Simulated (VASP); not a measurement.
ZnS:

```
CELL_PARAMETERS angstrom
0.00000 2.69368 2.69368
2.69368 0.00000 2.69368
2.69368 2.69368 0.00000
ATOMIC_POSITIONS crystal
Zn 0.00000 0.00000 0.00000
S 0.75000 0.75000 0.75000
```

* Program: VASP 6.6.1
* Task: relaxation of cell and atoms
* Functional: LDA
* Potentials or basis: VASP PAW LDA potentials, release 64 (Zn, S)
* Cutoff: 600 eV
* k mesh: 12 × 12 × 12
* Occupations: gaussian, width 0.02 eV
* Spin: no spin polarisation

At the start: pressure -3.7 GPa; volume 19.55 Å³/atom.

**Question.** Where does the relaxation end?

**Answer.** Over 6 steps the energy falls by 11.1 meV/atom and the volume is 18.63 Å³/atom (-4.7 %); space group F-43m (No. 216, to 0.1 Å) before and after.

Step by step:
| step | energy change (eV) | largest force (eV/Å) | pressure (GPa) | volume (Å³) |
| --- | --- | --- | --- | --- |
| 1 | 0.0000 | 0.0000 | -3.65 | 39.09 |
| 2 | -0.0192 | 0.0000 | 1.51 | 36.62 |
| 3 | -0.0222 | 0.0000 | -0.09 | 37.24 |
| 4 | -0.0222 | 0.0000 | 0.15 | 37.21 |
| 5 | -0.0222 | 0.0000 | -0.07 | 37.30 |
| 6 | -0.0222 | 0.0000 | -0.01 | 37.25 |

Final structure:
```
Zn S
1.0
     0.00000    2.65079    2.65079
     2.65079    0.00000    2.65079
     2.65079    2.65079    0.00000
Zn S
1 1
Cartesian
  0.0000 0.0000 0.0000
  3.9762 3.9762 3.9762
```
